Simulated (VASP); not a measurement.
Input of a VASP 6.6.1 run:

File INCAR:

```
PREC = Accurate ; ENCUT = 520
EDIFF = 1E-7 ; ISMEAR = 0
SIGMA = 0.05 ; LREAL = False
LASPH = True ; NELM = 100
ALGO = Normal ; ISIF = 2
LWAVE = False ; LCHARG = True
GGA = PE ; LELF = True
LVHAR = True ; NBANDS = 26
```

Contents of KPOINTS:

```
regular mesh
0
Gamma
  6 6 6
```

POSCAR

```
MgO
1.0
    4.2538458108      0.0000000000      0.0000000000
    0.0000000000     -4.2538458108      0.0000000000
    0.0000000000      0.0000000000     -4.2538458108
Mg O
4 4
Direct
    0.0000000000      0.0000000000      0.0000000000
    0.5000000000      0.5000000000      0.0000000000
    0.5000000000      0.0000000000      0.5000000000
    0.0000000000      0.5000000000      0.5000000000
    0.4941229652      0.0000000000      0.0000000000
    0.0000000000      0.5000000000      0.0000000000
    0.0000000000      0.0000000000      0.5000000000
    0.5000000000      0.5000000000      0.5000000000
```

Potentials or basis: VASP PAW PBE potentials, release 64 (Mg, O).

Run with:

```bash
$ cat potpaw_PBE.64/Mg/POTCAR potpaw_PBE.64/O/POTCAR > POTCAR
$ mpirun -np 1 vasp_std > vasp.out
```

(1) Estimate the largest force.

(2) Estimate the pressure.

Results:

(1) 0.253 eV/Å.

(2) -0.7 GPa.

Caveat: the cell differs from its parent crystal (atom 5 (O) moved +0.025 Å towards its neighbour atom 1 (Mg) at 2.127 Å).
